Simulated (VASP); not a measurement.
# CaO (I4/mmm) in VASP: single point with LDA

Aim: the single point of CaO with LDA.

Program: VASP 6.6.1. These are calculated values, not measurements. Logs are shortened: lines on timing, memory, paths and dates and some standing lists are left out, and cuts for length are marked.

## Step 1: The cell of the first run

The structure is tetragonal, space group I4/mmm (No. 139). Conventional cell: a = 3.346 Å, b = 3.346 Å, c = 4.694 Å, α = 90.00°, β = 90.00°, γ = 90.00°. Ca (site symmetry 4/mmm) has 6 O at 2.35 to 2.37 Å within 3.1 Å. Within 3.1 Å of O (site symmetry 4/mmm) lie 6 Ca at 2.35 to 2.37 Å.

## Step 2: Single point, LDA (in-plane strain +0.005)

Input file INCAR:

```
PREC     = Accurate       # precision mode
ENCUT    = 520            # plane-wave cutoff, eV
EDIFF    = 1E-7           # SCF threshold, eV
ISMEAR   = 0              # smearing method
SIGMA    = 0.01           # smearing width, eV
LREAL    = F              # projectors in reciprocal space
LASPH    = T              # aspherical terms in the spheres
NELM     = 60             # most SCF steps
ALGO     = Normal         # electronic algorithm
ISIF     = 2              # what is computed and relaxed
LWAVE    = F              # write WAVECAR
LCHARG   = F              # write CHGCAR
GGA      = CA             # functional
NBANDS   = 15             # bands
```

Input file KPOINTS:

```
Automatic mesh
0
Gamma
  8 8 8
```

Input file POSCAR:

```
CaO
1.0
    2.3657195676      2.3657195676      0.0000000000
   -2.3657195676      2.3657195676      0.0000000000
    0.0000000000      2.3657195676      2.3468879690
Ca O
1 1
Direct
    0.0000000000      0.0000000000      0.0000000000
    0.5000000000      0.5000000000      0.0000000000
```

Potentials or basis: VASP PAW LDA potentials, release 64 (Ca_sv, O).

Started as:

```bash
$ cat potpaw_LDA.64/Ca_sv/POTCAR potpaw_LDA.64/O/POTCAR > POTCAR
$ mpirun -np 1 vasp_std > vasp.out
```

OUTCAR:

```text
PREC = Accurate
   ENCUT = 520
   EDIFF = 1E-7
   ISMEAR = 0
   LREAL = F
   LASPH = T
   NELM = 60
   ISIF = 2
   GGA = CA

 ion  position               nearest neighbor table
   1  0.000  0.000  0.000-   2 2.35   2 2.35   2 2.37   2 2.37   2 2.37   2 2.37
   2  0.500  0.500  0.000-   1 2.35   1 2.35   1 2.37   1 2.37   1 2.37   1 2.37

  LATTYP: Found a body centered tetragonal cell.
 ALAT       =     3.3456326973
 C/A-ratio  =     1.4029561410

  Lattice vectors:

 A1 = (   2.3657195676,   0.0000000000,  -2.3468879690)
 A2 = (  -2.3657195676,   0.0000000000,  -2.3468879690)
 A3 = (   0.0000000000,   2.3657195676,   2.3468879690)

Analysis of symmetry for initial positions (statically):
=====================================================================
 Subroutine PRICEL returns:
 Original cell was already a primitive cell.

 Routine SETGRP: Setting up the symmetry group for a
 body centered tetragonal supercell.

 Subroutine GETGRP returns: Found 16 space group operations
 (whereof 16 operations were pure point group operations)
 out of a pool of 16 trial point group operations.

The static configuration has the point symmetry D_4h.

Analysis of symmetry for dynamics (positions and initial velocities):
=====================================================================
 Subroutine PRICEL returns:
 Original cell was already a primitive cell.

 Routine SETGRP: Setting up the symmetry group for a
 body centered tetragonal supercell.

 Subroutine GETGRP returns: Found 16 space group operations
 (whereof 16 operations were pure point group operations)
 out of a pool of 16 trial point group operations.

The dynamic configuration has the point symmetry D_4h.

 Subroutine INISYM returns: Found 16 space group operations
 (whereof 16 operations are pure point group operations),
 and found     1 'primitive' translations

----------------------------------------------------------------------------------------

                                     Primitive cell

  volume of cell :      26.2693

  direct lattice vectors                    reciprocal lattice vectors
     2.365719568  2.365719568  0.000000000     0.211352185  0.211352185 -0.213048090
    -2.365719568  2.365719568  0.000000000    -0.211352185  0.211352185 -0.213048090
     0.000000000  2.365719568  2.346887969     0.000000000  0.000000000  0.426096181

  length of vectors
     3.345632697  3.345632697  3.332343351     0.367054466  0.367054466  0.426096181

  position of ions in fractional coordinates (direct lattice)
     0.000000000  0.000000000  0.000000000
     0.500000000  0.500000000  0.000000000

  ion indices of the primitive-cell ions
   primitive index   ion index
                 1           1
                 2           2

----------------------------------------------------------------------------------------

 KPOINTS: Automatic mesh

Automatic generation of k-mesh.
 Grid dimensions read from file:
 generate k-points for:    8    8    8

 Generating k-lattice:

  Cartesian coordinates                     Fractional coordinates (reciprocal lattice)
     0.026419023  0.026419023 -0.026631011     0.125000000  0.000000000  0.000000000
    -0.026419023  0.026419023 -0.026631011     0.000000000  0.125000000  0.000000000
     0.000000000  0.000000000  0.053262023     0.000000000  0.000000000  0.125000000

  Length of vectors
     0.045881808  0.045881808  0.053262023

  Shift w.r.t. Gamma in fractional coordinates (k-lattice)
     0.000000000  0.000000000  0.000000000

 Subroutine IBZKPT returns following result:
 ===========================================

 Found     59 irreducible k-points:

 Following reciprocal coordinates:
            Coordinates               Weight
  0.000000  0.000000  0.000000      1.000000
  0.125000  0.000000  0.000000      8.000000
  0.250000  0.000000  0.000000      8.000000
  0.375000  0.000000  0.000000      8.000000
  0.500000  0.000000  0.000000      4.000000
  0.125000  0.125000  0.000000      8.000000
[... 16 lines left out ...]
  0.250000  0.000000  0.125000      4.000000
  0.375000  0.000000  0.125000      8.000000
 [... further k-points ...]
   k-points           NKPTS =     59   k-points in BZ     NKDIM =     59   number of bands    NBANDS=     15
   number of dos      NEDOS =    301   number of ions     NIONS =      2
   total plane-waves  NPLWV =  21952
   dimension x,y,z NGX =    28 NGY =   28 NGZ =   28
   dimension x,y,z NGXF=    56 NGYF=   56 NGZF=   56
   ions per type =               1   1
   NGX,Y,Z   is equivalent  to a cutoff of  13.91, 13.91, 13.97 a.u.
   NGXF,Y,Z  is equivalent  to a cutoff of  27.83, 27.83, 27.94 a.u.
 SYSTEM =  unknown system
   PREC   = accura    normal or accurate (medium, high low for compatibility)
   ISTART =      0    job   : 0-new  1-cont  2-samecut
   ICHARG =      2    charge: 1-file 2-atom 10-const
   ISPIN  =      1    spin polarized calculation?
   LNONCOLLINEAR =      F non collinear calculations
   LSORBIT =      F    spin-orbit coupling
   LASPH  =      T    aspherical Exc in radial PAW
   ENCUT  =  520.0 eV  38.22 Ry    6.18 a.u.   6.22  6.22  6.20*2*pi/ulx,y,z
   NELM   =     60;   NELMIN=  2; NELMDL= -5     # of ELM steps
   EDIFF  = 0.1E-06   stopping-criterion for ELM
   LREAL  =      F    real-space projection
   EDIFFG = 0.1E-05   stopping-criterion for IOM
   NSW    =      0    number of steps for IOM
   IBRION =     -1    ionic relax: 0-MD 1-quasi-New 2-CG
   NFREE  =      0    steps in history (QN), initial steepest desc. (CG)
   ISIF   =      2    stress and relaxation
   ISYM   =      2    0-nonsym 1-usesym 2-fastsym
   POTIM  = 0.5000    time-step for ionic-motion
   TEBEG  =    0.0;   TEEND  =   0.0 temperature during run
   PSTRESS=    0.0 pullay stress
   NELECT =      16.0000    total number of electrons
   NUPDOWN=      -1.0000    fix difference up-down
   EMIN   =  10.00;   EMAX   =-10.00  energy-range for DOS
   EFERMI =   0.00;   METHOD = LEGACY
   ISMEAR =     0;   SIGMA  =   0.01  broadening in eV -4-tet -1-fermi 0-gaus
   EFERMI_NEDOS =   21; number of points for ismear=-14 and -15
   IALGO  =     38    algorithm
   IMIX   =      4    mixing-type and parameters
     AMIX     =   0.40;   BMIX     =  1.00
     AMIX_MAG =   1.60;   BMIX_MAG =  1.00
  volume/ion in A,a.u.               =      13.13        88.64
  Fermi-wavevector in a.u.,A,eV,Ry     =   1.387709  2.622391 26.201248  1.925737
  Thomas-Fermi vector in A             =   2.511905
   LORBIT       =      0    0 simple, 1 ext, 2 COOP (PROOUT), +10 PAW based schemes
   GGA     = CA    functional components
   LHFCALC =     F    Hartree Fock is set to
   AEXX    =    0.0000 exact exchange contribution
   IVDW    =     0    specifies the selected vdW correction
   LEPSILON=     F    determine dielectric tensor
   LRPA    =     F    only Hartree local field effects (RPA)
 non-spin polarized calculation
 Gauss-broadening in eV      SIGMA  =   0.01
  energy-cutoff  :      520.00
  volume of cell :       26.27
 maximum number of plane-waves:       725
 NGX is ok and might be reduce to    28
   NGX = 13   NGY = 13   NGZ = 13

 number of electron      15.9999998 magnetization

 Free energy of the ion-electron system (eV)
  ---------------------------------------------------
  ext. energy  EPLUGINS =         0.00000000
  ---------------------------------------------------
  free energy    TOTEN  =       -14.22044629 eV

  energy without entropy =      -14.22044629  energy(sigma->0) =      -14.22044629

 E-fermi :   2.5314     XC(G=0): -11.3027

 val. band max:        2.3606067731   @ k =   0.0000   0.0000   0.0000
 cond. band min:       5.7497602428   @ k =   0.0000   0.0000   0.5000
 fundamental gap:      3.3891534696
 Fermi energy:         2.5313950289

 k-point     1 :       0.0000    0.0000    0.0000
  band No.  band energies     occupation
      1     -34.5058      2.00000
      2     -15.5062      2.00000
      3     -15.5062      2.00000
      4     -15.5034      2.00000
      5     -12.9738      2.00000
      6       2.3349      2.00000
      7       2.3349      2.00000
      8       2.3606      2.00000
      9       7.3625      0.00000
     10       8.5567      0.00000
     11       8.5567      0.00000
     12       8.6162      0.00000
     13      10.1992      0.00000
     14      10.2819      0.00000
     15      17.4813      0.00000

 k-point     2 :       0.1250    0.0000    0.0000
  band No.  band energies     occupation
      1     -34.4852      2.00000
      2     -15.7992      2.00000
      3     -15.5167      2.00000
      4     -15.5132      2.00000
      5     -12.6717      2.00000
      6       1.7738      2.00000
      7       2.0967      2.00000
      8       2.1114      2.00000
      9       8.0552      0.00000
     10       8.5408      0.00000
     11       8.8504      0.00000
     12       8.8845      0.00000
     13      10.6088      0.00000
     14      10.6963      0.00000
     15      18.1649      0.00000

 k-point     3 :       0.2500    0.0000    0.0000
  band No.  band energies     occupation
      1     -34.4349      2.00000
      2     -16.3477      2.00000
      3     -15.5418      2.00000
      4     -15.5345      2.00000
      5     -12.1014      2.00000
      6       0.6984      2.00000
      7       1.5924      2.00000
      8       1.6008      2.00000
      9       8.6309      0.00000
     10       9.5385      0.00000
     11       9.6235      0.00000
     12       9.6401      0.00000
     13      11.5890      0.00000
     14      11.6854      0.00000
     15      18.7347      0.00000

 k-point     4 :       0.3750    0.0000    0.0000
  band No.  band energies     occupation
      1     -34.3840      2.00000
      2     -16.7831      2.00000
      3     -15.5665      2.00000
      4     -15.5554      2.00000
      5     -11.6395      2.00000
      6      -0.1745      2.00000
      7       1.1589      2.00000
      8       1.1618      2.00000
      9       9.1516      0.00000
     10      10.5254      0.00000
     11      10.5274      0.00000
     12      10.7343      0.00000
     13      12.6567      0.00000
     14      12.7531      0.00000
     15      17.7287      0.00000
[... 307 lines left out ...]
 k-point    22 :       0.0000    0.0000    0.1250
  band No.  band energies     occupation
      1     -34.4779      2.00000
      2     -15.8164      2.00000
      3     -15.5499      2.00000
      4     -15.5499      2.00000
      5     -12.6036      2.00000
      6       1.4376      2.00000
      7       2.2015      2.00000
      8       2.2015      2.00000
      9       8.0204      0.00000
     10       8.0789      0.00000
     11       9.2003      0.00000
     12       9.2003      0.00000
     13      10.3722      0.00000
     14      11.2443      0.00000
     15      18.4315      0.00000

 k-point    23 :       0.2500    0.0000    0.1250
  band No.  band energies     occupation
      1     -34.4551      2.00000
      2     -16.0831      2.00000
      3     -15.5944      2.00000
      4     -15.5113      2.00000
      5     -12.3532      2.00000
      6       1.0752      2.00000
      7       1.6898      2.00000
      8       2.0712      2.00000
      9       8.3357      0.00000
     10       8.8527      0.00000
     11       9.0556      0.00000
     12       9.7490      0.00000
     13      11.0013      0.00000
     14      11.4575      0.00000
     15      18.8853      0.00000

 k-point    24 :       0.3750    0.0000    0.1250
  band No.  band energies     occupation
      1     -34.4049      2.00000
      2     -16.4886      2.00000
      3     -15.6613      2.00000
      4     -15.5368      2.00000
      5     -11.9347      2.00000
      6       0.3074      2.00000
      7       1.2694      2.00000
      8       1.6530      2.00000
      9       8.5562      0.00000
     10       9.7567      0.00000
     11       9.9013      0.00000
     12      10.6574      0.00000
     13      12.0451      0.00000
     14      12.4523      0.00000
     15      18.6244      0.00000

 [... further k-points ...]
[... 5 lines left out ...]
  --------------------------------------------------------------------------------------
  -------------------------------------------------------------------------------------
  Total       -0.0736656     -0.0736656      0.1914096      0.0000000      0.0000000     -0.0000000
  in kB       -4.4928975     -4.4928975     11.6741566      0.0000000      0.0000000     -0.0000000
  external PRESSURE =       0.8961205 kB  Pullay stress =       0.0000000 kB

 VOLUME and BASIS-vectors are now :
 -----------------------------------------------------------------------------
  energy-cutoff  :      520.00
  volume of cell :       26.27
      direct lattice vectors                 reciprocal lattice vectors
     2.365719568  2.365719568  0.000000000     0.211352185  0.211352185 -0.213048090
    -2.365719568  2.365719568  0.000000000    -0.211352185  0.211352185 -0.213048090
     0.000000000  2.365719568  2.346887969     0.000000000  0.000000000  0.426096181

 POSITION                                       TOTAL-FORCE (eV/Angst)
 -----------------------------------------------------------------------------------
      0.00000      0.00000      0.00000         0.000000      0.000000      0.000000
      0.00000      2.36572      0.00000        -0.000000     -0.000000      0.000000
 -----------------------------------------------------------------------------------
    total drift:                               -0.000000      0.000000     -0.000000

  FREE ENERGIE OF THE ION-ELECTRON SYSTEM (eV)
  ---------------------------------------------------
  free  energy   TOTEN  =       -14.2204462917 eV

  energy  without entropy=      -14.2204462917  energy(sigma->0) =      -14.22044629
```

Wall time 24 s (1 thread of Intel Xeon 6975P-C, shared host); peak memory 0.16 GiB.

Results:

| Item | Value |
| --- | --- |
| Free energy | -14.2204 eV |
| Pressure | 0.1 GPa |
| Band gap on the k mesh | 3.39 eV, indirect (least direct gap 3.77 eV) |

Levels at points of the mesh, in eV from the valence-band top:
| k point | band 6 | band 7 | band 8 | band 9 | band 10 | band 11 |
| --- | --- | --- | --- | --- | --- | --- |
| (0.00, 0.00, 0.00) | -0.03 | -0.03 | 0.00 | 5.00 | 6.20 | 6.20 |
| (0.50, 0.00, 0.00) | -2.86 | -1.37 | -1.37 | 7.19 | 8.58 | 8.59 |
| (0.50, 0.50, 0.00) | -1.31 | -0.38 | -0.36 | 3.42 | 8.41 | 9.18 |
| (0.00, 0.00, 0.50) | -1.26 | -0.39 | -0.39 | 3.39 | 8.43 | 9.17 |

Caveat: the cell differs from its parent crystal (in-plane strain +0.005). A k mesh can miss the band edges.
